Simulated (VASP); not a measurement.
Write the native input for VASP 6.6.1 that does the following.

* Task: single point
* Functional: PBE
* Potentials or basis: VASP PAW PBE potentials, release 64 (Mg, O)
* Cutoff: 520 eV
* k mesh: 9 × 9 × 8
* Occupations: gaussian, width 0.05 eV
* Spin: no spin polarisation
* Dipole correction: no
* Further INCAR settings: ALGO = Normal; EDIFF = 1e-07; NBANDS = 11

The structure of MgO lies in POSCAR:

```
MgO
1.0
    2.8939505899      0.0000000000      0.0000000000
   -1.4469752949      2.5062347281      0.0000000000
    0.0000000000      0.0000000000      2.7600704000
Mg O
1 1
Direct
    0.0000000000      0.0000000000      0.0000000000
    0.3333333333      0.6666666667      0.5000000000
```

This cell differs from its parent crystal: strain -0.015 along x and y, +0.030 along z.

One way to write it, as run:

INCAR

```
  PREC = Accurate
  ENCUT = 520
  EDIFF = 1E-7
  ISMEAR = 0
  SIGMA = 0.05
  LREAL = F
  LASPH = T
  NELM = 60
  ALGO = Normal
  ISIF = 2
  LWAVE = F
  LCHARG = F
  GGA = PE
  NBANDS = 11
```

KPOINTS

```
Automatic mesh
0
Gamma
  9 9 8
```

Potentials or basis: VASP PAW PBE potentials, release 64 (Mg, O).

The run is started by

```console
$ cat potpaw_PBE.64/Mg/POTCAR potpaw_PBE.64/O/POTCAR > POTCAR
$ mpirun -np 1 vasp_std > vasp.out
```

Results of the run:

The pressure is -1.4 GPa. The band gap on the k mesh is 2.80 eV, indirect (least direct gap 3.22 eV).

Caveat: the cell differs from its parent crystal (strain -0.015 along x and y, +0.030 along z).

It took 27 s on 1 thread of AMD EPYC 7R13, on a shared host, peak memory 0.11 GiB.
